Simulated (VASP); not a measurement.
# AlN in VASP: single point with PBE

Aim: the single point of AlN with PBE.

Everything below comes from runs of VASP 6.6.1. Logs are shortened: lines on timing, memory, paths and dates and some standing lists are left out, and cuts for length are marked.

### Step 1. The cell of the first run

The typed cell holds 12 atoms: a = 3.948 Å, b = 3.946 Å, c = 7.901 Å, α = 89.90°, β = 89.95°, γ = 89.89°.

### Step 2. Single point, PBE

INCAR

```
SYSTEM = AlN
PREC = Accurate ; ENCUT = 520
EDIFF = 1E-6 ; ISMEAR = 0
SIGMA = 0.2 ; LREAL = .False.
LASPH = .True. ; NELM = 80
ALGO = Normal ; ISIF = 2
LWAVE = .False. ; LCHARG = .True.
GGA = PE ; LELF = .True.
LVHAR = .True. ; NBANDS = 36
```

KPOINTS

```
regular mesh
0
Gamma
  6 6 4
  0 0 0
```

POSCAR

```
AlN
1.0
    0.0015936122      3.9479113235      0.0037399855
    0.0034179577      0.0037265320      3.9458308843
    7.9008037825      0.0032247166      0.0068962242
Al N
6 6
Direct
    0.4999652397     -0.0001300783      0.2500099079
    0.5000070373      0.0001316478      0.7499988806
   -0.0000241270      0.4998070154      0.2499932351
    0.0000032778      0.5001894529      0.7499970696
    0.5000455860      0.4999958503      0.5000006415
    0.4999832795      0.4999939146      0.0000016604
   -0.0000211637      0.5000006556     -0.0000163813
    1.0000298662      0.5000162136      0.4999982690
    0.4999973255      1.0000059030      0.0000077195
    0.5000420903      0.0000022854      0.5000044930
   -0.0000339107      0.9997870508      0.2501117259
    1.0000054992      0.0002000889      0.7498927791
```

Potentials or basis: VASP PAW PBE potentials, release 64 (Al, N).

Started as:

```
$ cat potpaw_PBE.64/Al/POTCAR potpaw_PBE.64/N/POTCAR > POTCAR
$ mpirun -np 1 vasp_std > vasp.out
```

OUTCAR:

```text
SYSTEM = AlN
   PREC = Accurate
   ENCUT = 520
   EDIFF = 1E-6
   ISMEAR = 0
   LREAL = .False.
   LASPH = .True.
   NELM = 80
   ISIF = 2
   GGA = PE

 ion  position               nearest neighbor table
   1  0.500  1.000  0.250-  11 1.97  11 1.97  10 1.98   9 1.98   3 2.79   3 2.79   5 2.79   6 2.79
                             3 2.79   3 2.79   6 2.79   5 2.79
   2  0.500  0.000  0.750-  12 1.97  12 1.97  10 1.98   9 1.98   4 2.79   4 2.79   5 2.79   6 2.79
                             4 2.79   4 2.79   6 2.79   5 2.79
   3  1.000  0.500  0.250-  11 1.97  11 1.97   8 1.98   7 1.98   1 2.79   1 2.79   5 2.79   6 2.79
                             1 2.79   6 2.79   1 2.79   5 2.79
   4  0.000  0.500  0.750-  12 1.97  12 1.97   7 1.98   8 1.98   2 2.79   2 2.79   6 2.79   5 2.79
                             2 2.79   5 2.79   6 2.79   2 2.79
   5  0.500  0.500  0.500-  10 1.97  10 1.97   8 1.97   8 1.97   1 2.79   2 2.79   3 2.79   4 2.79
                             4 2.79   3 2.79   1 2.79   2 2.79
   6  0.500  0.500  0.000-   9 1.97   9 1.97   7 1.97   7 1.97   1 2.79   2 2.79   3 2.79   4 2.79
                             3 2.79   4 2.79   2 2.79   1 2.79
   7  1.000  0.500  1.000-   6 1.97   6 1.97   4 1.98   3 1.98
   8  0.000  0.500  0.500-   5 1.97   5 1.97   4 1.98   3 1.98
   9  0.500  0.000  0.000-   6 1.97   6 1.97   1 1.98   2 1.98
  10  0.500  0.000  0.500-   5 1.97   5 1.97   2 1.98   1 1.98
  11  1.000  1.000  0.250-   3 1.97   3 1.97   1 1.97   1 1.97
  12  0.000  0.000  0.750-   4 1.97   4 1.97   2 1.97   2 1.97

  LATTYP: Found a triclinic cell.
 ALAT       =     3.9458341244
 B/A-ratio  =     1.0005269589
 C/A-ratio  =     2.0023161647
 COS(alpha) =     0.0008126361
 COS(beta)  =     0.0017394542
 COS(gamma) =     0.0018921024

  Lattice vectors:

 A1 = (  -0.0034179577,  -0.0037265320,  -3.9458308843)
 A2 = (  -0.0015936122,  -3.9479113235,  -0.0037399855)
 A3 = (  -7.9008037825,  -0.0032247166,  -0.0068962242)

Analysis of symmetry for initial positions (statically):
=====================================================================
 Subroutine PRICEL returns:
 Original cell was already a primitive cell.

 Routine SETGRP: Setting up the symmetry group for a
 triclinic supercell.

 Subroutine GETGRP returns: Found  1 space group operations
 (whereof  1 operations were pure point group operations)
 out of a pool of  2 trial point group operations.

The static configuration has the point symmetry C_1 .

Analysis of symmetry for dynamics (positions and initial velocities):
=====================================================================
 Subroutine PRICEL returns:
 Original cell was already a primitive cell.

 Routine SETGRP: Setting up the symmetry group for a
 triclinic supercell.

 Subroutine GETGRP returns: Found  1 space group operations
 (whereof  1 operations were pure point group operations)
 out of a pool of  2 trial point group operations.

The dynamic configuration has the point symmetry C_1 .

 Subroutine INISYM returns: Found  1 space group operations
 (whereof  1 operations are pure point group operations),
 and found     1 'primitive' translations

----------------------------------------------------------------------------------------

                                     Primitive cell

  volume of cell :     123.0768

  direct lattice vectors                    reciprocal lattice vectors
     0.001593612  3.947911324  0.003739986    -0.000103175  0.253298764 -0.000239132
     0.003417958  0.003726532  3.945830884    -0.000221111 -0.000239996  0.253432466
     7.900803782  0.003224717  0.006896224     0.126569517 -0.000050987 -0.000109589

  length of vectors
     3.947913417  3.945834124  7.900807450     0.253298898  0.253432676  0.126569575

  position of ions in fractional coordinates (direct lattice)
     0.499965240  0.999869922  0.250009908
     0.500007037  0.000131648  0.749998881
     0.999975873  0.499807015  0.249993235
     0.000003278  0.500189453  0.749997070
     0.500045586  0.499995850  0.500000642
     0.499983280  0.499993915  0.000001660
     0.999978836  0.500000656  0.999983619
     0.000029866  0.500016214  0.499998269
     0.499997325  0.000005903  0.000007719
     0.500042090  0.000002285  0.500004493
     0.999966089  0.999787051  0.250111726
     0.000005499  0.000200089  0.749892779

  ion indices of the primitive-cell ions
   primitive index   ion index
                 1           1
                 2           2
                 3           3
                 4           4
                 5           5
                 6           6
                 7           7
                 8           8
                 9           9
                10          10
                11          11
                12          12

----------------------------------------------------------------------------------------

 KPOINTS: regular mesh

Automatic generation of k-mesh.
 Grid dimensions read from file:
 generate k-points for:    6    6    4

 Generating k-lattice:

  Cartesian coordinates                     Fractional coordinates (reciprocal lattice)
    -0.000017196  0.042216461 -0.000039855     0.166666667  0.000000000 -0.000000000
    -0.000036852 -0.000039999  0.042238744     0.000000000  0.166666667  0.000000000
     0.031642379 -0.000012747 -0.000027397    -0.000000000  0.000000000  0.250000000

  Length of vectors
     0.042216483  0.042238779  0.031642394

  Shift w.r.t. Gamma in fractional coordinates (k-lattice)
     0.000000000  0.000000000  0.000000000

 Subroutine IBZKPT returns following result:
 ===========================================

 Found     76 irreducible k-points:

 Following reciprocal coordinates:
            Coordinates               Weight
  0.000000  0.000000  0.000000      1.000000
  0.166667  0.000000  0.000000      2.000000
  0.333333  0.000000  0.000000      2.000000
  0.500000  0.000000  0.000000      1.000000
  0.000000  0.166667  0.000000      2.000000
  0.166667  0.166667  0.000000      2.000000
[... 16 lines left out ...]
  0.333333  0.000000  0.250000      2.000000
  0.500000  0.000000  0.250000      2.000000
 [... further k-points ...]
   k-points           NKPTS =     76   k-points in BZ     NKDIM =     76   number of bands    NBANDS=     36
   number of dos      NEDOS =    301   number of ions     NIONS =     12
   total plane-waves  NPLWV =  54000
   dimension x,y,z NGX =    30 NGY =   30 NGZ =   60
   dimension x,y,z NGXF=    60 NGYF=   60 NGZF=  120
   ions per type =               6   6
   NGX,Y,Z   is equivalent  to a cutoff of  12.63, 12.64, 12.62 a.u.
   NGXF,Y,Z  is equivalent  to a cutoff of  25.27, 25.28, 25.25 a.u.
 SYSTEM =  AlN
   PREC   = accura    normal or accurate (medium, high low for compatibility)
   ISTART =      0    job   : 0-new  1-cont  2-samecut
   ICHARG =      2    charge: 1-file 2-atom 10-const
   ISPIN  =      1    spin polarized calculation?
   LNONCOLLINEAR =      F non collinear calculations
   LSORBIT =      F    spin-orbit coupling
   LASPH  =      T    aspherical Exc in radial PAW
   ENCUT  =  520.0 eV  38.22 Ry    6.18 a.u.   7.34  7.34 14.69*2*pi/ulx,y,z
   NELM   =     80;   NELMIN=  2; NELMDL= -5     # of ELM steps
   EDIFF  = 0.1E-05   stopping-criterion for ELM
   LREAL  =      F    real-space projection
   EDIFFG = 0.1E-04   stopping-criterion for IOM
   NSW    =      0    number of steps for IOM
   IBRION =     -1    ionic relax: 0-MD 1-quasi-New 2-CG
   NFREE  =      0    steps in history (QN), initial steepest desc. (CG)
   ISIF   =      2    stress and relaxation
   ISYM   =      2    0-nonsym 1-usesym 2-fastsym
   POTIM  = 0.5000    time-step for ionic-motion
   TEBEG  =    0.0;   TEEND  =   0.0 temperature during run
   PSTRESS=    0.0 pullay stress
   NELECT =      48.0000    total number of electrons
   NUPDOWN=      -1.0000    fix difference up-down
   EMIN   =  10.00;   EMAX   =-10.00  energy-range for DOS
   EFERMI =   0.00;   METHOD = LEGACY
   ISMEAR =     0;   SIGMA  =   0.20  broadening in eV -4-tet -1-fermi 0-gaus
   EFERMI_NEDOS =   21; number of points for ismear=-14 and -15
   IALGO  =     38    algorithm
   IMIX   =      4    mixing-type and parameters
     AMIX     =   0.40;   BMIX     =  1.00
     AMIX_MAG =   1.60;   BMIX_MAG =  1.00
  volume/ion in A,a.u.               =      10.26        69.21
  Fermi-wavevector in a.u.,A,eV,Ry     =   1.196088  2.260279 19.464855  1.430626
  Thomas-Fermi vector in A             =   2.332037
   LORBIT       =      0    0 simple, 1 ext, 2 COOP (PROOUT), +10 PAW based schemes
   GGA     = PE    functional components
   LHFCALC =     F    Hartree Fock is set to
   AEXX    =    0.0000 exact exchange contribution
   IVDW    =     0    specifies the selected vdW correction
   LEPSILON=     F    determine dielectric tensor
   LRPA    =     F    only Hartree local field effects (RPA)
 non-spin polarized calculation
 Gauss-broadening in eV      SIGMA  =   0.20
  energy-cutoff  :      520.00
  volume of cell :      123.08
 maximum number of plane-waves:      3343
 NGX is ok and might be reduce to    30
   NGX = 15   NGY = 15   NGZ = 29

 number of electron      47.9999988 magnetization

 Free energy of the ion-electron system (eV)
  ---------------------------------------------------
  ext. energy  EPLUGINS =         0.00000000
  ---------------------------------------------------
  free energy    TOTEN  =       -73.43962215 eV

  energy without entropy =      -73.27399451  energy(sigma->0) =      -73.35680833

 E-fermi :   7.6064     XC(G=0): -11.2472

 val. band max:        7.6064110271   @ k =  -0.3333   0.1667   0.2500
 cond. band min:       7.6086734178   @ k =  -0.1667   0.3333   0.2500
 fundamental gap:      0.0022623907
 Fermi energy:         7.6064137991

 k-point     1 :       0.0000    0.0000    0.0000
  band No.  band energies     occupation
      1      -9.0285      2.00000
      2      -7.8705      2.00000
      3      -7.2343      2.00000
      4      -5.6330      2.00000
      5      -5.6235      2.00000
      6      -5.4401      2.00000
[... 28 lines left out ...]
     35      14.4527      0.00000
     36      14.4689      0.00000
[... 866 lines left out ...]
      6      -5.5434      2.00000
[... 28 lines left out ...]
     35      17.3191      0.00000
     36      17.3353      0.00000

 [... further k-points ...]
[... 5 lines left out ...]
  --------------------------------------------------------------------------------------
  -------------------------------------------------------------------------------------
  Total       -0.2701503     -0.2141456     -0.1338536     -0.0332357     -0.0761975     -0.0697945
  in kB       -3.5167357     -2.7876836     -1.7424659     -0.4326529     -0.9919167     -0.9085635
  external PRESSURE =      -2.6822951 kB  Pullay stress =       0.0000000 kB

 VOLUME and BASIS-vectors are now :
 -----------------------------------------------------------------------------
  energy-cutoff  :      520.00
  volume of cell :      123.08
      direct lattice vectors                 reciprocal lattice vectors
     0.001593612  3.947911324  0.003739986    -0.000103175  0.253298764 -0.000239132
     0.003417958  0.003726532  3.945830884    -0.000221111 -0.000239996  0.253432466
     7.900803782  0.003224717  0.006896224     0.126569517 -0.000050987 -0.000109589

 POSITION                                       TOTAL-FORCE (eV/Angst)
 -----------------------------------------------------------------------------------
      1.97949      1.97835      3.94891        -0.000370      0.000458      0.001043
      5.92639      1.97640      0.00756         0.000337     -0.000111     -0.001270
      1.97845      3.95048      1.97762         0.000577      0.000390      0.001358
      5.92729      0.00430      1.97884        -0.000692      0.000184     -0.001458
      3.95291      1.97761      1.97822         0.000058     -0.001434      0.000363
      0.00252      1.97575      1.97476        -0.000231      0.000089      0.000565
      7.90398      3.95292      1.98355         0.001393      0.000339     -0.000017
      3.95210      0.00359      1.97643        -0.000177      0.000177     -0.000339
      0.00086      1.97395      0.00189        -0.000425     -0.000216     -0.000585
      3.95123      1.97573      0.00533        -0.000297     -0.000489     -0.000200
      1.98109      3.95231      3.95046        -0.002550      0.000372      0.001935
      5.92476      0.00244      0.00596         0.002376      0.000241     -0.001394
 -----------------------------------------------------------------------------------
    total drift:                                0.000002     -0.000000     -0.000001

  FREE ENERGIE OF THE ION-ELECTRON SYSTEM (eV)
  ---------------------------------------------------
  free  energy   TOTEN  =       -73.4396221511 eV

  energy  without entropy=      -73.2739945095  energy(sigma->0) =      -73.35680833
```

Wall time 12 min (1 thread of Intel Xeon 8259CL, shared host); peak memory 0.37 GiB.

What came out:

* Free energy: -73.4396 eV
* Pressure: -0.3 GPa
* Largest force: 0.003 eV/Å
* Band gap on the k mesh: zero (bands 24 and 25 overlap by 0.96 eV)

Forces on the atoms (eV/Å):
```
Al   0.000  0.000  0.001
Al   0.000  0.000 -0.001
Al   0.001  0.000  0.001
Al  -0.001  0.000 -0.001
Al   0.000 -0.001  0.000
Al   0.000  0.000  0.001
N    0.001  0.000  0.000
N    0.000  0.000  0.000
N    0.000  0.000 -0.001
N    0.000  0.000  0.000
N   -0.003  0.000  0.002
N    0.002  0.000 -0.001
```

Stress tensor (GPa, compression positive):
```
-0.35 -0.04 -0.09
-0.04 -0.28 -0.10
-0.09 -0.10 -0.17
```

Levels at points of the mesh, in eV from the Fermi level:
```csv
k point,band 21,band 22,band 23,band 24,band 25,band 26,band 27,band 28
"(0.00, 0.00, 0.00)",-0.41,-0.39,0.10,0.12,0.12,0.39,2.03,4.11
"(0.50, 0.00, 0.00)",-1.41,-0.64,-0.41,-0.39,0.39,0.71,1.76,2.02
"(0.00, 0.50, 0.00)",-1.41,-0.65,-0.41,-0.40,0.39,0.72,1.76,2.02
"(0.50, 0.50, 0.00)",-1.53,-1.52,-0.66,0.72,0.77,0.78,1.75,4.70
"(0.00, 0.00, 0.50)",-0.26,-0.25,-0.22,-0.22,-0.20,-0.20,3.98,3.98
"(0.50, 0.00, 0.50)",-1.03,-1.03,-0.11,-0.11,0.21,0.21,2.72,2.72
"(0.00, 0.50, 0.50)",-1.04,-1.04,-0.11,-0.11,0.21,0.21,2.72,2.72
"(0.50, 0.50, 0.50)",-1.54,-1.54,-0.23,-0.23,0.75,0.75,4.46,4.46
```
